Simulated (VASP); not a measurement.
Input of a VASP 6.6.1 run:

File POSCAR:

```
Rh
1.0
    0.0000000000      1.9008071574      1.9008071574
    1.9008071574      0.0000000000      1.9008071574
    1.9008071574      1.9008071574      0.0000000000
Rh
1
Direct
    0.0000000000      0.0000000000      0.0000000000
```

The input INCAR.step1:

```
ALGO = Normal
EDIFF = 1E-5
ENCUT = 580
GGA = PE
GGA_COMPAT = False
ISMEAR = -1
LASPH = True
LCHARG = False
LREAL = False
LWAVE = True
NBANDS = 14
NELM = 120
PREC = Accurate
SIGMA = 0.6
```

Contents of INCAR.step2:

```
ALGO = Normal
EDIFF = 1E-6
ENCUT = 580
GGA_COMPAT = False
ISIF = 2
ISMEAR = -1
ISTART = 1
LASPH = True
LCHARG = True
LELF = True
LMIXTAU = True
LREAL = False
LVHAR = True
LWAVE = False
METAGGA = R2SCAN
NBANDS = 14
NELM = 120
PREC = Accurate
SIGMA = 0.6
```

Contents of KPOINTS:

```
k-points
0
Gamma
  14 14 14
```

Potentials or basis: VASP PAW PBE potentials, release 64 (Rh_sv_GW).

Command:

```console
$ cat potpaw_PBE.64/Rh_sv_GW/POTCAR > POTCAR
$ cp INCAR.step1 INCAR
$ mpirun -np 1 vasp_std > vasp.out
$ cp INCAR.step2 INCAR
$ mpirun -np 1 vasp_std > vasp.out
```

**Question.** Predict the pressure.

**Answer.** 9.6 GPa.

Caveat: the PAW data sets were made with another functional, which shifts forces and pressure a little.
